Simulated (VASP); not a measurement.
# ScTi3N3 (Pm-3m) in VASP: a series of runs

ScTi3N3 is run at these levels: PBE; tasks: single point.

Everything below comes from runs of VASP 6.6.1. Logs are shortened: lines on timing, memory, paths and dates and some standing lists are left out, and cuts for length are marked.

## Step 1: The cell of the first run

It takes space group Pm-3m (No. 221, cubic). Conventional cell: a = 4.302 Å, b = 4.302 Å, c = 4.302 Å, α = 90.00°, β = 90.00°, γ = 90.00°. Sc (site symmetry m-3m) has 6 N at 2.15 Å within 2.8 Å. Within 2.8 Å of Ti (site symmetry 4/mmm) lie 4 N at 2.15 Å. N (site symmetry 4/mmm) has 2 Sc at 2.15 Å and 4 Ti at 2.15 Å within 2.8 Å.

## Step 2: Single point, PBE, collinear spin, ferromagnetic start

The input, INCAR:

```
ALGO = Normal
EDIFF = 1E-6
ENCUT = 520
GGA = PE
ISIF = 2
ISMEAR = 0
ISPIN = 2
LASPH = T
LCHARG = F
LMAXMIX = 4
LORBIT = 11
LREAL = F
LWAVE = F
MAGMOM = 0 1 1 1 0 0 0
NBANDS = 44
NELM = 150
PREC = Accurate
SIGMA = 0.15
```

The input, KPOINTS:

```
k-points
0
Gamma
  3 3 3
```

The input, POSCAR:

```
ScTi3N3
1.0
    4.3018725678      0.0000000000      0.0000000000
    0.0000000000      4.3018725678      0.0000000000
    0.0000000000      0.0000000000      4.3018725678
Sc Ti N
1 3 3
Direct
    0.0000000000      0.0000000000      0.0000000000
    0.5000000000      0.0000000000      0.5000000000
    0.5000000000      0.5000000000      0.0000000000
    0.0000000000      0.5000000000      0.5000000000
    0.5000000000      0.0000000000      0.0000000000
    0.0000000000      0.5000000000      0.0000000000
    0.0000000000      0.0000000000      0.5000000000
```

Potentials or basis: VASP PAW PBE potentials, release 64 (Sc_sv, Ti_sv, N).

Command:

```console
cat potpaw_PBE.64/Sc_sv/POTCAR potpaw_PBE.64/Ti_sv/POTCAR potpaw_PBE.64/N/POTCAR > POTCAR
mpirun -np 1 vasp_std > vasp.out
```

OUTCAR:

```text
EDIFF = 1E-6
   ENCUT = 520
   GGA = PE
   ISIF = 2
   ISMEAR = 0
   ISPIN = 2
   LASPH = T
   LORBIT = 11
   LREAL = F
   NELM = 150
   PREC = Accurate

 ion  position               nearest neighbor table
   1  0.000  0.000  0.000-   5 2.15   6 2.15   7 2.15   7 2.15   6 2.15   5 2.15   2 3.04   4 3.04
                             2 3.04   3 3.04   4 3.04   3 3.04   4 3.04   2 3.04   3 3.04   4 3.04
   2  0.500  0.000  0.500-   5 2.15   7 2.15   5 2.15   7 2.15   1 3.04   1 3.04   1 3.04   1 3.04

   3  0.500  0.500  0.000-   5 2.15   6 2.15   5 2.15   6 2.15   1 3.04   1 3.04   1 3.04   1 3.04

   4  0.000  0.500  0.500-   6 2.15   7 2.15   6 2.15   7 2.15   1 3.04   1 3.04   1 3.04   1 3.04

   5  0.500  0.000  0.000-   1 2.15   2 2.15   3 2.15   2 2.15   3 2.15   1 2.15
   6  0.000  0.500  0.000-   1 2.15   3 2.15   4 2.15   4 2.15   1 2.15   3 2.15
   7  0.000  0.000  0.500-   1 2.15   2 2.15   4 2.15   1 2.15   4 2.15   2 2.15

  LATTYP: Found a simple cubic cell.
 ALAT       =     4.3018725678

  Lattice vectors:

 A1 = (   4.3018725678,   0.0000000000,   0.0000000000)
 A2 = (   0.0000000000,   4.3018725678,   0.0000000000)
 A3 = (   0.0000000000,   0.0000000000,   4.3018725678)

Analysis of symmetry for initial positions (statically):
=====================================================================
 Subroutine PRICEL returns:
 Original cell was already a primitive cell.

 Routine SETGRP: Setting up the symmetry group for a
 simple cubic supercell.

 Subroutine GETGRP returns: Found 48 space group operations
 (whereof 48 operations were pure point group operations)
 out of a pool of 48 trial point group operations.

The static configuration has the point symmetry O_h .

Analysis of symmetry for dynamics (positions and initial velocities):
=====================================================================
 Subroutine PRICEL returns:
 Original cell was already a primitive cell.

 Routine SETGRP: Setting up the symmetry group for a
 simple cubic supercell.

 Subroutine GETGRP returns: Found 48 space group operations
 (whereof 48 operations were pure point group operations)
 out of a pool of 48 trial point group operations.

The dynamic configuration has the point symmetry O_h .

Analysis of structural, dynamic, and magnetic symmetry:
=====================================================================
 Subroutine PRICEL returns:
 Original cell was already a primitive cell.

 Routine SETGRP: Setting up the symmetry group for a
 simple cubic supercell.

 Subroutine GETGRP returns: Found 48 space group operations
 (whereof 48 operations were pure point group operations)
 out of a pool of 48 trial point group operations.

The overall configuration has the point symmetry O_h .

 Subroutine INISYM returns: Found 48 space group operations
 (whereof 48 operations are pure point group operations),
 and found     1 'primitive' translations

----------------------------------------------------------------------------------------

                                     Primitive cell

  volume of cell :      79.6109

  direct lattice vectors                    reciprocal lattice vectors
     4.301872568  0.000000000  0.000000000     0.232456909  0.000000000  0.000000000
     0.000000000  4.301872568  0.000000000     0.000000000  0.232456909  0.000000000
     0.000000000  0.000000000  4.301872568     0.000000000  0.000000000  0.232456909

  length of vectors
     4.301872568  4.301872568  4.301872568     0.232456909  0.232456909  0.232456909

  position of ions in fractional coordinates (direct lattice)
     0.000000000  0.000000000  0.000000000
     0.500000000  0.000000000  0.500000000
     0.500000000  0.500000000  0.000000000
     0.000000000  0.500000000  0.500000000
     0.500000000  0.000000000  0.000000000
     0.000000000  0.500000000  0.000000000
     0.000000000  0.000000000  0.500000000

  ion indices of the primitive-cell ions
   primitive index   ion index
                 1           1
                 2           2
                 3           3
                 4           4
                 5           5
                 6           6
                 7           7

----------------------------------------------------------------------------------------

 KPOINTS: k-points

Automatic generation of k-mesh.
 Grid dimensions read from file:
 generate k-points for:    3    3    3

 Generating k-lattice:

  Cartesian coordinates                     Fractional coordinates (reciprocal lattice)
     0.077485636  0.000000000  0.000000000     0.333333333  0.000000000  0.000000000
     0.000000000  0.077485636  0.000000000     0.000000000  0.333333333  0.000000000
     0.000000000  0.000000000  0.077485636     0.000000000  0.000000000  0.333333333

  Length of vectors
     0.077485636  0.077485636  0.077485636

  Shift w.r.t. Gamma in fractional coordinates (k-lattice)
     0.000000000  0.000000000  0.000000000

 Subroutine IBZKPT returns following result:
 ===========================================

 Found      4 irreducible k-points:

 Following reciprocal coordinates:
            Coordinates               Weight
  0.000000  0.000000  0.000000      1.000000
  0.333333  0.000000  0.000000      6.000000
  0.333333  0.333333  0.000000     12.000000
  0.333333  0.333333  0.333333      8.000000
   k-points           NKPTS =      4   k-points in BZ     NKDIM =      4   number of bands    NBANDS=     44
   number of dos      NEDOS =    301   number of ions     NIONS =      7
   total plane-waves  NPLWV =  32768
   dimension x,y,z NGX =    32 NGY =   32 NGZ =   32
   dimension x,y,z NGXF=    64 NGYF=   64 NGZF=   64
   ions per type =               1   3   3
   NGX,Y,Z   is equivalent  to a cutoff of  12.37, 12.37, 12.37 a.u.
   NGXF,Y,Z  is equivalent  to a cutoff of  24.73, 24.73, 24.73 a.u.
 SYSTEM =  unknown system
   PREC   = accura    normal or accurate (medium, high low for compatibility)
   ISTART =      0    job   : 0-new  1-cont  2-samecut
   ICHARG =      2    charge: 1-file 2-atom 10-const
   ISPIN  =      2    spin polarized calculation?
   LNONCOLLINEAR =      F non collinear calculations
   LSORBIT =      F    spin-orbit coupling
   LASPH  =      T    aspherical Exc in radial PAW
   ENCUT  =  520.0 eV  38.22 Ry    6.18 a.u.   8.00  8.00  8.00*2*pi/ulx,y,z
   NELM   =    150;   NELMIN=  2; NELMDL= -5     # of ELM steps
   EDIFF  = 0.1E-05   stopping-criterion for ELM
   LREAL  =      F    real-space projection
   EDIFFG = 0.1E-04   stopping-criterion for IOM
   NSW    =      0    number of steps for IOM
   IBRION =     -1    ionic relax: 0-MD 1-quasi-New 2-CG
   NFREE  =      0    steps in history (QN), initial steepest desc. (CG)
   ISIF   =      2    stress and relaxation
   ISYM   =      2    0-nonsym 1-usesym 2-fastsym
   POTIM  = 0.5000    time-step for ionic-motion
   TEBEG  =    0.0;   TEEND  =   0.0 temperature during run
   PSTRESS=    0.0 pullay stress
   NELECT =      62.0000    total number of electrons
   NUPDOWN=      -1.0000    fix difference up-down
   EMIN   =  10.00;   EMAX   =-10.00  energy-range for DOS
   EFERMI =   0.00;   METHOD = LEGACY
   ISMEAR =     0;   SIGMA  =   0.15  broadening in eV -4-tet -1-fermi 0-gaus
   EFERMI_NEDOS =   21; number of points for ismear=-14 and -15
   IALGO  =     38    algorithm
   IMIX   =      4    mixing-type and parameters
     AMIX     =   0.40;   BMIX     =  1.00
     AMIX_MAG =   1.60;   BMIX_MAG =  1.00
  volume/ion in A,a.u.               =      11.37        76.75
  Fermi-wavevector in a.u.,A,eV,Ry     =   1.506195  2.846296 30.866493  2.268623
  Thomas-Fermi vector in A             =   2.616944
   LORBIT       =     11    0 simple, 1 ext, 2 COOP (PROOUT), +10 PAW based schemes
   GGA     = PE    functional components
   LHFCALC =     F    Hartree Fock is set to
   AEXX    =    0.0000 exact exchange contribution
   IVDW    =     0    specifies the selected vdW correction
   LEPSILON=     F    determine dielectric tensor
   LRPA    =     F    only Hartree local field effects (RPA)
 spin polarized calculation
 Gauss-broadening in eV      SIGMA  =   0.15
  energy-cutoff  :      520.00
  volume of cell :       79.61
 maximum number of plane-waves:      2148
 NGX is ok and might be reduce to    32
   NGX = 15   NGY = 15   NGZ = 15

 number of electron      61.9999993 magnetization       0.8610840

 Free energy of the ion-electron system (eV)
  ---------------------------------------------------
  ext. energy  EPLUGINS =         0.00000000
  ---------------------------------------------------
  free energy    TOTEN  =       -65.26850744 eV

  energy without entropy =      -65.19927890  energy(sigma->0) =      -65.23389317

 E-fermi :   8.8518     XC(G=0): -12.2779

 val. band max:        8.7263977998   @ k =   0.3333   0.3333   0.3333
 cond. band min:       8.8545695754   @ k =   0.3333   0.0000   0.0000
 fundamental gap:      0.1281717757
 Fermi energy:         8.8518441311

 spin component 1

 k-point     1 :       0.0000    0.0000    0.0000
  band No.  band energies     occupation
      1     -48.4505      1.00000
      2     -48.3758      1.00000
      3     -48.3758      1.00000
      4     -39.6498      1.00000
      5     -24.8495      1.00000
      6     -24.8495      1.00000
[... 35 lines left out ...]
     42      11.7067      0.00000
     43      11.7067      0.00000

 k-point     2 :       0.3333    0.0000    0.0000
  band No.  band energies     occupation
      1     -48.4345      1.00000
      2     -48.3915      1.00000
      3     -48.3756      1.00000
      4     -39.6497      1.00000
      5     -24.8097      1.00000
      6     -24.8097      1.00000
[... 35 lines left out ...]
     42      12.2903      0.00000
     43      12.8494      0.00000

 k-point     3 :       0.3333    0.3333    0.0000
  band No.  band energies     occupation
      1     -48.4213      1.00000
      2     -48.3942      1.00000
      3     -48.3856      1.00000
      4     -39.6492      1.00000
      5     -24.8822      1.00000
      6     -24.7736      1.00000
[... 35 lines left out ...]
     42      12.5554      0.00000
     43      12.7572      0.00000

 k-point     4 :       0.3333    0.3333    0.3333
  band No.  band energies     occupation
      1     -48.4126      1.00000
      2     -48.3939      1.00000
      3     -48.3939      1.00000
      4     -39.6483      1.00000
      5     -24.8949      1.00000
      6     -24.8816      1.00000
[... 35 lines left out ...]
     42      13.1435      0.00000
     43      13.1435      0.00000
 Fermi energy:         8.8518441311

 spin component 2

 k-point     1 :       0.0000    0.0000    0.0000
  band No.  band energies     occupation
      1     -48.2477      1.00000
      2     -48.1732      1.00000
      3     -48.1732      1.00000
      4     -39.6534      1.00000
      5     -24.6666      1.00000
      6     -24.6666      1.00000
[... 35 lines left out ...]
     42      11.9410      0.00000
     43      11.9410      0.00000

 k-point     2 :       0.3333    0.0000    0.0000
  band No.  band energies     occupation
      1     -48.2318      1.00000
      2     -48.1889      1.00000
      3     -48.1730      1.00000
      4     -39.6532      1.00000
      5     -24.6337      1.00000
      6     -24.6308      1.00000
[... 35 lines left out ...]
     42      12.4202      0.00000
     43      12.8826      0.00000

 k-point     3 :       0.3333    0.3333    0.0000
  band No.  band energies     occupation
      1     -48.2186      1.00000
      2     -48.1915      1.00000
      3     -48.1829      1.00000
      4     -39.6527      1.00000
      5     -24.7193      1.00000
      6     -24.6047      1.00000
[... 35 lines left out ...]
     42      12.7261      0.00000
     43      12.7891      0.00000

 k-point     4 :       0.3333    0.3333    0.3333
  band No.  band energies     occupation
      1     -48.2099      1.00000
      2     -48.1913      1.00000
      3     -48.1913      1.00000
      4     -39.6519      1.00000
      5     -24.7298      1.00000
      6     -24.7206      1.00000
[... 35 lines left out ...]
     42      13.1824      0.00000
     43      13.1824      0.00000
 [bands above 43 left out]

------------------------ aborting loop because EDIFF is reached ----------------------------------------

  FORCE on cell =-STRESS in cart. coord.  units (eV):
  Direction    XX          YY          ZZ          XY          YZ          ZX
  --------------------------------------------------------------------------------------
  -------------------------------------------------------------------------------------
  Total        0.5663514      0.5663514      0.5663514     -0.0000000     -0.0000000      0.0000000
  in kB       11.3978771     11.3978771     11.3978771     -0.0000000     -0.0000000      0.0000000
  external PRESSURE =      11.3978771 kB  Pullay stress =       0.0000000 kB

 VOLUME and BASIS-vectors are now :
 -----------------------------------------------------------------------------
  energy-cutoff  :      520.00
  volume of cell :       79.61
      direct lattice vectors                 reciprocal lattice vectors
     4.301872568  0.000000000  0.000000000     0.232456909  0.000000000  0.000000000
     0.000000000  4.301872568  0.000000000     0.000000000  0.232456909  0.000000000
     0.000000000  0.000000000  4.301872568     0.000000000  0.000000000  0.232456909

 POSITION                                       TOTAL-FORCE (eV/Angst)
 -----------------------------------------------------------------------------------
      0.00000      0.00000      0.00000         0.000000      0.000000      0.000000
      2.15094      0.00000      2.15094         0.000000      0.000000      0.000000
      2.15094      2.15094      0.00000         0.000000      0.000000      0.000000
      0.00000      2.15094      2.15094         0.000000      0.000000      0.000000
      2.15094      0.00000      0.00000         0.000000      0.000000      0.000000
      0.00000      2.15094      0.00000         0.000000      0.000000      0.000000
      0.00000      0.00000      2.15094         0.000000      0.000000      0.000000
 -----------------------------------------------------------------------------------
    total drift:                                0.000000     -0.000000     -0.000000

  FREE ENERGIE OF THE ION-ELECTRON SYSTEM (eV)
  ---------------------------------------------------
  free  energy   TOTEN  =       -65.2685074355 eV

  energy  without entropy=      -65.1992789001  energy(sigma->0) =      -65.23389317

 total charge

# of ion       s       p       d       tot
------------------------------------------
    1        2.229   6.326   1.339   9.895
    2        2.179   6.184   1.894  10.258
    3        2.179   6.184   1.894  10.258
    4        2.179   6.184   1.894  10.258
    5        1.250   2.487   0.000   3.737
    6        1.250   2.487   0.000   3.737
    7        1.250   2.487   0.000   3.737
--------------------------------------------------
tot         12.518  32.338   7.022  51.877

 magnetization (x)

# of ion       s       p       d       tot
------------------------------------------
    1       -0.001  -0.001  -0.004  -0.005
    2        0.002   0.005   0.209   0.216
    3        0.002   0.005   0.209   0.216
    4        0.002   0.005   0.209   0.216
    5       -0.000   0.008   0.000   0.007
    6       -0.000   0.008   0.000   0.007
    7       -0.000   0.008   0.000   0.007
--------------------------------------------------
tot          0.004   0.036   0.624   0.664
```

Run time: 42 s. Hardware: 1 thread of Intel Xeon Platinum 8259CL at 2.50GHz (Skylake/Cascade Lake), shared host; peak memory 0.2 GiB.

Results:

| Item | Value |
| --- | --- |
| Free energy | -65.2685 eV |
| Pressure | 1.1 GPa |
| Net moment | 0.86 μB per cell |
| Site moments | Sc -0.01; Ti +0.22; N +0.01 μB |
| Valence electrons inside the program's atomic spheres | Sc 9.89; Ti 10.26; N 3.74 |

Caveat: the k points lie up to 0.49 Å⁻¹ apart.

(Part 1 of 2 ends here.)
